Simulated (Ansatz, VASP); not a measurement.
# PbF2 in VASP and in Ansatz

```xyz
3
Lattice="3.2456 0.0000 0.0000 -1.6228 2.8108 0.0000 0.0000 0.0000 5.1929" Properties=species:S:1:pos:R:3 pbc="T T T"
Pb    0.0000    0.0000    0.0000
F     0.0000    1.8738    1.2982
F     1.6228    0.9369    3.8947
```

Alike in both runs: task relaxation of cell and atoms; functional PBE; k mesh 14 × 14 × 8; occupations fermi-dirac, width 0.05 eV; no spin polarisation.

|  | VASP | Ansatz |
| --- | --- | --- |
| version | VASP 6.6.1 | Ansatz 0.2.0 |
| potentials or method | VASP PAW PBE potentials, release 64 (Pb_d, F) | PAW with Ansatz's default frozen-core files, scalar-relativistic |
| plane-wave cutoff (eV) | 600 | 420 |
| valence electrons in the cell | 28 | 28 |

|  | VASP | Ansatz | Ansatz less VASP |
| --- | --- | --- | --- |
| relaxed volume (Å³/atom) | 20.65 | 23.24 | +2.585 |
| relaxed length of the cell vector where the two differ most in proportion (Å) | 4.704 | 5.077 | +0.3731 |

One of these differences is far larger than is usual between the two programs; its cause wasn't traced.

Neither program's run includes spin-orbit coupling. Noted on VASP's run: the volume moved by over 15 % at a fixed basis, so the end points are rough.
